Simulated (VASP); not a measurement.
# Ge (Imma) in VASP: single point with PBEsol

Aim: the single point of Ge with PBEsol.

Everything below comes from runs of VASP 6.6.1. Logs are shortened: lines on timing, memory, paths and dates and some standing lists are left out, and cuts for length are marked.

**1. The cell of the first run**

The typed cell holds 2 atoms: a = 3.884 Å, b = 3.884 Å, c = 3.884 Å, α = 97.40°, β = 97.46°, γ = 137.85°.

**2. Single point, PBEsol**

INCAR reads:

```
PREC = Accurate ; ENCUT = 520
EDIFF = 1E-7 ; ISMEAR = 0
SIGMA = 0.15 ; LREAL = F
LASPH = T ; NELM = 80
ALGO = Normal ; ISIF = 2
LWAVE = F ; LCHARG = T
GGA = PS ; LELF = T
LVHAR = T ; NBANDS = 21
```

KPOINTS reads:

```
regular mesh
0
Gamma
  14 14 14
```

POSCAR reads:

```
Ge
1.0
   -2.5637634457      2.5621121131      1.3967991573
    2.5637634457     -2.5621121131      1.3967991573
    2.5637634457      2.5621121131     -1.3967991573
Ge
2
Direct
    0.1246462076      0.8746462076      0.2500000000
    0.8753537924      0.1253537924      0.7500000000
```

Potentials or basis: VASP PAW PBE potentials, release 64 (Ge_d).

On the command line:

```console
$ cat potpaw_PBE.64/Ge_d/POTCAR > POTCAR
$ mpirun -np 1 vasp_std > vasp.out
```

OUTCAR:

```text
PREC = Accurate
   ENCUT = 520
   EDIFF = 1E-7
   ISMEAR = 0
   LREAL = F
   LASPH = T
   NELM = 80
   ISIF = 2
   GGA = PS

 ion  position               nearest neighbor table
   1  0.125  0.875  0.250-   2 2.66   2 2.66   2 2.66   2 2.66
   2  0.875  0.125  0.750-   1 2.66   1 2.66   1 2.66   1 2.66

  LATTYP: Found a body centered orthorhombic cell.
 ALAT       =     2.7935983146
 B/A-ratio  =     1.8342738107
 C/A-ratio  =     1.8354560370

  Lattice vectors:

 A1 = (  -2.5637634457,   2.5621121131,  -1.3967991573)
 A2 = (  -2.5637634457,  -2.5621121131,   1.3967991573)
 A3 = (   2.5637634457,   2.5621121131,   1.3967991573)

Analysis of symmetry for initial positions (statically):
=====================================================================
 Subroutine PRICEL returns:
 Original cell was already a primitive cell.

 Routine SETGRP: Setting up the symmetry group for a
 body centered orthorhombic supercell.

 Subroutine GETGRP returns: Found  8 space group operations
 (whereof  4 operations were pure point group operations)
 out of a pool of  8 trial point group operations.

The static configuration has the point symmetry C_2h.
 The point group associated with its full space group is D_2h.

Analysis of symmetry for dynamics (positions and initial velocities):
=====================================================================
 Subroutine PRICEL returns:
 Original cell was already a primitive cell.

 Routine SETGRP: Setting up the symmetry group for a
 body centered orthorhombic supercell.

 Subroutine GETGRP returns: Found  8 space group operations
 (whereof  4 operations were pure point group operations)
 out of a pool of  8 trial point group operations.

The dynamic configuration has the point symmetry C_2h.
 The point group associated with its full space group is D_2h.

 Subroutine INISYM returns: Found  8 space group operations
 (whereof  4 operations are pure point group operations),
 and found     1 'primitive' translations

----------------------------------------------------------------------------------------

                                     Primitive cell

  volume of cell :      36.7003

  direct lattice vectors                    reciprocal lattice vectors
    -2.563763446  2.562112113  1.396799157     0.000000000  0.195151491  0.357961270
     2.563763446 -2.562112113  1.396799157     0.195025793  0.000000000  0.357961270
[... 83 lines left out ...]
   ENCUT  =  520.0 eV  38.22 Ry    6.18 a.u.   7.22  7.22  7.22*2*pi/ulx,y,z
   NELM   =     80;   NELMIN=  2; NELMDL= -5     # of ELM steps
   EDIFF  = 0.1E-06   stopping-criterion for ELM
   LREAL  =      F    real-space projection
   EDIFFG = 0.1E-05   stopping-criterion for IOM
   NSW    =      0    number of steps for IOM
   IBRION =     -1    ionic relax: 0-MD 1-quasi-New 2-CG
   NFREE  =      0    steps in history (QN), initial steepest desc. (CG)
   ISIF   =      2    stress and relaxation
   ISYM   =      2    0-nonsym 1-usesym 2-fastsym
   POTIM  = 0.5000    time-step for ionic-motion
   TEBEG  =    0.0;   TEEND  =   0.0 temperature during run
   PSTRESS=    0.0 pullay stress
   NELECT =      28.0000    total number of electrons
   NUPDOWN=      -1.0000    fix difference up-down
   EMIN   =  10.00;   EMAX   =-10.00  energy-range for DOS
   EFERMI =   0.00;   METHOD = LEGACY
   ISMEAR =     0;   SIGMA  =   0.15  broadening in eV -4-tet -1-fermi 0-gaus
   EFERMI_NEDOS =   21; number of points for ismear=-14 and -15
   IALGO  =     38    algorithm
   IMIX   =      4    mixing-type and parameters
     AMIX     =   0.40;   BMIX     =  1.00
     AMIX_MAG =   1.60;   BMIX_MAG =  1.00
  volume/ion in A,a.u.               =      18.35       123.83
  Fermi-wavevector in a.u.,A,eV,Ry     =   1.495906  2.826852 30.446210  2.237733
  Thomas-Fermi vector in A             =   2.607990
   LORBIT       =      0    0 simple, 1 ext, 2 COOP (PROOUT), +10 PAW based schemes
   GGA     = PS    functional components
   LHFCALC =     F    Hartree Fock is set to
   AEXX    =    0.0000 exact exchange contribution
   IVDW    =     0    specifies the selected vdW correction
   LEPSILON=     F    determine dielectric tensor
   LRPA    =     F    only Hartree local field effects (RPA)
 non-spin polarized calculation
 Gauss-broadening in eV      SIGMA  =   0.15
  energy-cutoff  :      520.00
  volume of cell :       36.70
 maximum number of plane-waves:      1013
 NGX is ok and might be reduce to    30
   NGX = 15   NGY = 15   NGZ = 15

 number of electron      28.0000011 magnetization

 Free energy of the ion-electron system (eV)
  ---------------------------------------------------
  ext. energy  EPLUGINS =         0.00000000
  ---------------------------------------------------
  free energy    TOTEN  =        -9.53675167 eV

  energy without entropy =       -9.52646364  energy(sigma->0) =       -9.53160766

 E-fermi :   6.7405     XC(G=0): -11.5174

 val. band max:        6.7390330694   @ k =   0.3571   0.0000   0.0000
 cond. band min:       6.7405357139   @ k =   0.3571   0.2143   0.0000
 fundamental gap:      0.0015026446
 Fermi energy:         6.7404626194

 k-point     1 :       0.0000    0.0000    0.0000
  band No.  band energies     occupation
      1     -17.9204      2.00000
      2     -17.8703      2.00000
      3     -17.8427      2.00000
      4     -17.8372      2.00000
      5     -17.7314      2.00000
      6     -17.7307      2.00000
[... 565 lines left out ...]
     20      16.0563      0.00000
     21      16.9240      0.00000

 [... further k-points ...]

------------------------ aborting loop because EDIFF is reached ----------------------------------------

  FORCE on cell =-STRESS in cart. coord.  units (eV):
  Direction    XX          YY          ZZ          XY          YZ          ZX
  --------------------------------------------------------------------------------------
  -------------------------------------------------------------------------------------
  Total       -0.1153701     -0.1071267      0.2331134      0.0000000      0.0000000      0.0000000
  in kB       -5.0365572     -4.6766882     10.1767206      0.0000000      0.0000000      0.0000000
  external PRESSURE =       0.1544917 kB  Pullay stress =       0.0000000 kB

 VOLUME and BASIS-vectors are now :
 -----------------------------------------------------------------------------
  energy-cutoff  :      520.00
  volume of cell :       36.70
      direct lattice vectors                 reciprocal lattice vectors
    -2.563763446  2.562112113  1.396799157     0.000000000  0.195151491  0.357961270
     2.563763446 -2.562112113  1.396799157     0.195025793  0.000000000  0.357961270
     2.563763446  2.562112113 -1.396799157     0.195025793  0.195151491  0.000000000

 POSITION                                       TOTAL-FORCE (eV/Angst)
 -----------------------------------------------------------------------------------
      2.56376     -1.28106      1.04661         0.000000      0.000000     -0.000425
      0.00000      3.84317      0.35019        -0.000000     -0.000000      0.000425
 -----------------------------------------------------------------------------------
    total drift:                               -0.000000     -0.000000      0.000000

  FREE ENERGIE OF THE ION-ELECTRON SYSTEM (eV)
  ---------------------------------------------------
  free  energy   TOTEN  =        -9.5367516727 eV

  energy  without entropy=       -9.5264636433  energy(sigma->0) =       -9.53160766
```

Wall time 4.7 min (1 thread of Intel Xeon Platinum 8259CL at 2.50GHz (Skylake/Cascade Lake), shared host); peak memory 0.37 GiB.

Results:

```
Free energy            : -9.5368 eV
Pressure               : 0.0 GPa
Band gap on the k mesh : zero (bands 14 and 15 overlap by 5.05 eV)
```

Caveat: the PAW data sets were made with another functional, which shifts forces and pressure a little.
